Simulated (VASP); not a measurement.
# Ge (Cmcm) in VASP: notebook, part 2 of 2

VASP 6.6.1. The steps go on from the part before.

### 3 Single point, r2SCAN (strain -0.0200 x Voigt [0, 1, 0, 0, 0, 0])

Input file POSCAR:

```
Ge
1.0
    3.9956487021      0.0000000000      0.0000000000
   -1.9978243511      3.3911266150      0.0000000000
    0.0000000000      0.0000000000      6.6027109850
Ge
4
Direct
    0.6666666667      0.3333333333      0.0629814343
    0.3333333333      0.6666666667      0.5629814343
    0.6666666667      0.3333333333      0.4370185657
    0.3333333333      0.6666666667      0.9370185657
```

Input file INCAR.step1:

```
ALGO = Normal ; EDIFF = 1E-4
ENCUT = 520 ; GGA = PE
ISMEAR = 0 ; LASPH = T
LCHARG = F ; LREAL = F
LWAVE = T ; NBANDS = 36
NELM = 100 ; PREC = Accurate
SIGMA = 0.03
```

Input file INCAR.step2:

```
ALGO = Normal ; EDIFF = 1E-7
ENCUT = 520 ; ISIF = 2
ISMEAR = 0 ; ISTART = 1
LASPH = T ; LCHARG = T
LELF = T ; LMIXTAU = T
LREAL = F ; LVHAR = T
LWAVE = F ; METAGGA = R2SCAN
NBANDS = 36 ; NELM = 100
PREC = Accurate ; SIGMA = 0.03
```

Input file KPOINTS:

```
k-points
0
Gamma
  12 12 6
```

Potentials or basis: VASP PAW PBE potentials, release 64 (Ge_d).

On the command line:

```sh
$ cat potpaw_PBE.64/Ge_d/POTCAR > POTCAR
$ cp INCAR.step1 INCAR
$ mpirun -np 1 vasp_std > vasp.out
$ cp INCAR.step2 INCAR
$ mpirun -np 1 vasp_std > vasp.out
```

OUTCAR:

```text
EDIFF = 1E-7
   ENCUT = 520
   ISIF = 2
   ISMEAR = 0
   ISTART = 1
   LASPH = T
   LREAL = F
   METAGGA = R2SCAN
   NELM = 100
   PREC = Accurate

 ion  position               nearest neighbor table
   1  0.667  0.333  0.063-   4 2.41   4 2.44   4 2.44   3 2.47
   2  0.333  0.667  0.563-   3 2.41   3 2.44   3 2.44   4 2.47
   3  0.667  0.333  0.437-   2 2.41   2 2.44   2 2.44   1 2.47
   4  0.333  0.667  0.937-   1 2.41   1 2.44   1 2.44   2 2.47

  Warning from LATTYP: Monoclinic adjustment (A1->A3, A2->A1, A3->A2)!
  LATTYP: Found a base centered orthorhombic cell.
 ALAT       =     3.9956487021
 B/A-ratio  =     1.6974097914
 C/A-ratio  =     1.6524753494

  Lattice vectors:

 A1 = (   1.9978243511,  -3.3911266150,   0.0000000000)
 A2 = (   1.9978243510,   3.3911266150,   0.0000000000)
 A3 = (   0.0000000000,   0.0000000000,   6.6027109850)

Analysis of symmetry for initial positions (statically):
=====================================================================
 Subroutine PRICEL returns:
 Original cell was already a primitive cell.

 Routine SETGRP: Setting up the symmetry group for a
 base centered orthorhombic supercell.

 Subroutine GETGRP returns: Found  8 space group operations
 (whereof  4 operations were pure point group operations)
 out of a pool of  8 trial point group operations.

The static configuration has the point symmetry C_2h.
 The point group associated with its full space group is D_2h.

Analysis of symmetry for dynamics (positions and initial velocities):
=====================================================================
 Subroutine PRICEL returns:
 Original cell was already a primitive cell.

 Routine SETGRP: Setting up the symmetry group for a
 base centered orthorhombic supercell.

 Subroutine GETGRP returns: Found  8 space group operations
 (whereof  4 operations were pure point group operations)
 out of a pool of  8 trial point group operations.

The dynamic configuration has the point symmetry C_2h.
 The point group associated with its full space group is D_2h.

 Subroutine INISYM returns: Found  8 space group operations
 (whereof  4 operations are pure point group operations),
 and found     1 'primitive' translations

----------------------------------------------------------------------------------------

                                     Primitive cell

  volume of cell :      89.4651

  direct lattice vectors                    reciprocal lattice vectors
     3.995648702  0.000000000  0.000000000     0.250272252  0.147443625  0.000000000
    -1.997824351  3.391126615  0.000000000     0.000000000  0.294887249  0.000000000
     0.000000000  0.000000000  6.602710985     0.000000000  0.000000000  0.151452941

  length of vectors
     3.995648702  3.935866087  6.602710985     0.290475167  0.294887249  0.151452941

  position of ions in fractional coordinates (direct lattice)
     0.666666667  0.333333333  0.062981434
     0.333333333  0.666666667  0.562981434
     0.666666667  0.333333333  0.437018566
[... 26 lines left out ...]

  Shift w.r.t. Gamma in fractional coordinates (k-lattice)
     0.000000000  0.000000000  0.000000000

 Subroutine IBZKPT returns following result:
 ===========================================

 Found    172 irreducible k-points:

 Following reciprocal coordinates:
            Coordinates               Weight
  0.000000  0.000000  0.000000      1.000000
  0.083333  0.000000  0.000000      4.000000
  0.166667  0.000000  0.000000      4.000000
  0.250000  0.000000  0.000000      4.000000
  0.333333  0.000000  0.000000      4.000000
  0.416667  0.000000  0.000000      4.000000
[... 16 lines left out ...]
  0.333333  0.166667  0.000000      4.000000
  0.416667  0.166667  0.000000      4.000000
 [... further k-points ...]
   k-points           NKPTS =    172   k-points in BZ     NKDIM =    172   number of bands    NBANDS=     36
   number of dos      NEDOS =    301   number of ions     NIONS =      4
   total plane-waves  NPLWV =  45000
   dimension x,y,z NGX =    30 NGY =   30 NGZ =   50
   dimension x,y,z NGXF=    60 NGYF=   60 NGZF=  100
   ions per type =               4
   NGX,Y,Z   is equivalent  to a cutoff of  12.48, 12.67, 12.59 a.u.
   NGXF,Y,Z  is equivalent  to a cutoff of  24.96, 25.34, 25.18 a.u.
 SYSTEM =  unknown system
   PREC   = accura    normal or accurate (medium, high low for compatibility)
   ISTART =      1    job   : 0-new  1-cont  2-samecut
   ICHARG =      0    charge: 1-file 2-atom 10-const
   ISPIN  =      1    spin polarized calculation?
   LNONCOLLINEAR =      F non collinear calculations
   LSORBIT =      F    spin-orbit coupling
   LASPH  =      T    aspherical Exc in radial PAW
   ENCUT  =  520.0 eV  38.22 Ry    6.18 a.u.   7.43  7.32 12.28*2*pi/ulx,y,z
   NELM   =    100;   NELMIN=  2; NELMDL=  0     # of ELM steps
   EDIFF  = 0.1E-06   stopping-criterion for ELM
   LREAL  =      F    real-space projection
   EDIFFG = 0.1E-05   stopping-criterion for IOM
   NSW    =      0    number of steps for IOM
   IBRION =     -1    ionic relax: 0-MD 1-quasi-New 2-CG
   NFREE  =      0    steps in history (QN), initial steepest desc. (CG)
   ISIF   =      2    stress and relaxation
   ISYM   =      2    0-nonsym 1-usesym 2-fastsym
   POTIM  = 0.5000    time-step for ionic-motion
   TEBEG  =    0.0;   TEEND  =   0.0 temperature during run
   PSTRESS=    0.0 pullay stress
   NELECT =      56.0000    total number of electrons
   NUPDOWN=      -1.0000    fix difference up-down
   EMIN   =  10.00;   EMAX   =-10.00  energy-range for DOS
   EFERMI =   0.00;   METHOD = LEGACY
   ISMEAR =     0;   SIGMA  =   0.03  broadening in eV -4-tet -1-fermi 0-gaus
   EFERMI_NEDOS =   21; number of points for ismear=-14 and -15
   IALGO  =     38    algorithm
   IMIX   =      4    mixing-type and parameters
     AMIX     =   0.40;   BMIX     =  1.00
     AMIX_MAG =   1.60;   BMIX_MAG =  1.00
  volume/ion in A,a.u.               =      22.37       150.94
  Fermi-wavevector in a.u.,A,eV,Ry     =   1.400403  2.646378 26.682767  1.961128
  Thomas-Fermi vector in A             =   2.523367
   LORBIT       =      0    0 simple, 1 ext, 2 COOP (PROOUT), +10 PAW based schemes
   METAGGA = R2SCAN    functional components
   LHFCALC =     F    Hartree Fock is set to
   AEXX    =    0.0000 exact exchange contribution
   IVDW    =     0    specifies the selected vdW correction
   LEPSILON=     F    determine dielectric tensor
   LRPA    =     F    only Hartree local field effects (RPA)
 non-spin polarized calculation
 Gauss-broadening in eV      SIGMA  =   0.03
  energy-cutoff  :      520.00
  volume of cell :       89.47
 maximum number of plane-waves:      2432
 NGX is ok and might be reduce to    30
   NGX = 15   NGY = 15   NGZ = 25

 number of electron      56.0000038 magnetization

 Free energy of the ion-electron system (eV)
  ---------------------------------------------------
  ext. energy  EPLUGINS =         0.00000000
  ---------------------------------------------------
  free energy    TOTEN  =       -55.39623770 eV

  energy without entropy =      -55.39623770  energy(sigma->0) =      -55.39623770

 E-fermi :   5.2363     XC(G=0): -10.8787

 val. band max:        5.1443951565   @ k =   0.0000   0.0000   0.0000
 cond. band min:       5.3282444951   @ k =   0.0000   0.0000   0.0000
 fundamental gap:      0.1838493386
 Fermi energy:         5.2363243909

 k-point     1 :       0.0000    0.0000    0.0000
  band No.  band energies     occupation
      1     -20.6439      2.00000
      2     -20.6276      2.00000
      3     -20.6042      2.00000
      4     -20.5860      2.00000
      5     -20.5824      2.00000
      6     -20.5733      2.00000
[... 925 lines left out ...]
     35      12.8438      0.00000
     36      13.3976      0.00000

 [... further k-points ...]

------------------------ aborting loop because EDIFF is reached ----------------------------------------

  FORCE on cell =-STRESS in cart. coord.  units (eV):
  Direction    XX          YY          ZZ          XY          YZ          ZX
  --------------------------------------------------------------------------------------
  -------------------------------------------------------------------------------------
  Total        0.3758271      2.1841176      0.1617278     -0.0000000      0.0000000      0.0000000
  in kB        6.7304652     39.1140706      2.8962882     -0.0000000      0.0000000      0.0000000
  external PRESSURE =      16.2469413 kB  Pullay stress =       0.0000000 kB

 VOLUME and BASIS-vectors are now :
 -----------------------------------------------------------------------------
  energy-cutoff  :      520.00
  volume of cell :       89.47
      direct lattice vectors                 reciprocal lattice vectors
     3.995648702  0.000000000  0.000000000     0.250272252  0.147443625  0.000000000
    -1.997824351  3.391126615  0.000000000     0.000000000  0.294887249  0.000000000
     0.000000000  0.000000000  6.602710985     0.000000000  0.000000000  0.151452941

 POSITION                                       TOTAL-FORCE (eV/Angst)
 -----------------------------------------------------------------------------------
      1.99782      1.13038      0.41585        -0.000000      0.168322      0.108784
     -0.00000      2.26075      3.71720         0.000000     -0.168322      0.108784
      1.99782      1.13038      2.88551        -0.000000      0.168322     -0.108784
     -0.00000      2.26075      6.18686         0.000000     -0.168322     -0.108784
 -----------------------------------------------------------------------------------
    total drift:                               -0.000000      0.000000     -0.000000

  FREE ENERGIE OF THE ION-ELECTRON SYSTEM (eV)
  ---------------------------------------------------
  free  energy   TOTEN  =       -55.3962376990 eV

  energy  without entropy=      -55.3962376957  energy(sigma->0) =      -55.39623770
```

Wall time 51 min (1 thread of Oxide Virtual Turin-like, shared host); peak memory 0.45 GiB.

What came out:

```yaml
Free_energy: -55.3962 eV
Pressure: 1.6 GPa
Largest_force: 0.200 eV/Å
Band_gap_on_the_k_mesh: 0.18 eV
```

Forces in eV/Å, atoms in the order of the input:
```
Ge   0.000  0.168  0.109
Ge   0.000 -0.168  0.109
Ge   0.000  0.168 -0.109
Ge   0.000 -0.168 -0.109
```

Stress tensor (GPa, compression positive):
```
0.67 0.00 0.00
0.00 3.91 0.00
0.00 0.00 0.29
```

Caveat: the cell differs from its parent crystal (strain -0.0200 x Voigt [0, 1, 0, 0, 0, 0]); semilocal functionals underestimate gaps, and a narrow one can read as zero; the PAW data sets were made with another functional, which shifts forces and pressure a little.
